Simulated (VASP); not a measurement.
Runs of VASP 6.6.1 on MgO. The structure is that of space group P6_3/mmc (No. 194), or close to it. The cells are those of the table. 

```csv
cell,gap on the mesh (eV),pressure (GPa)
"a = 3.192, b = 3.192, c = 4.986 Å, angles 90.0, 90.0, 120.0°, 4 atoms",4.00,15.5
"a = 3.532, b = 3.532, c = 4.073 Å, angles 90.0, 90.0, 120.0°, 4 atoms",4.12,0.0
"a = 3.753, b = 3.753, c = 3.607 Å, angles 90.0, 90.0, 120.0°, 4 atoms",3.92,(a)
"a = 3.428, b = 3.428, c = 4.324 Å, angles 90.0, 90.0, 120.0°, 4 atoms",4.03,-0.4
"a = 3.678, b = 3.678, c = 3.756 Å, angles 90.0, 90.0, 120.0°, 4 atoms",4.11,9.0
"a = 3.279, b = 3.279, c = 4.727 Å, angles 90.0, 90.0, 120.0°, 4 atoms",3.97,7.1
"a = 3.582, b = 3.582, c = 3.959 Å, angles 90.0, 90.0, 120.0°, 4 atoms",(c),(b)
"a = 3.375, b = 3.375, c = 4.460 Å, angles 90.0, 90.0, 120.0°, 4 atoms",4.00,1.2
```

Alike in all rows: task single point; level r2SCAN; potentials or basis VASP PAW PBE potentials, release 64 (Mg, O); no spin polarisation; k mesh 12 × 12 × 6; cutoff (eV) 520; smearing gaussian 0.05 eV.

Problem. Fill in the values left out.

Solution. (a) 18.1; (b) 1.9; (c) 4.16.

Caveats: the PAW data sets were made with another functional, which shifts forces and pressure a little; the stress differs along the axes, from -11 to 29 GPa (at least some runs); the stress differs along the axes, from -3 to 5 GPa (at least some runs); the stress differs along the axes, from -6 to 67 GPa (at least some runs); the stress differs along the axes, from -6 to 3 GPa (at least some runs); the stress differs along the axes, from -6 to 39 GPa (at least some runs); the stress differs along the axes, from -11 to 16 GPa (at least some runs).

A k mesh can miss the band edges.
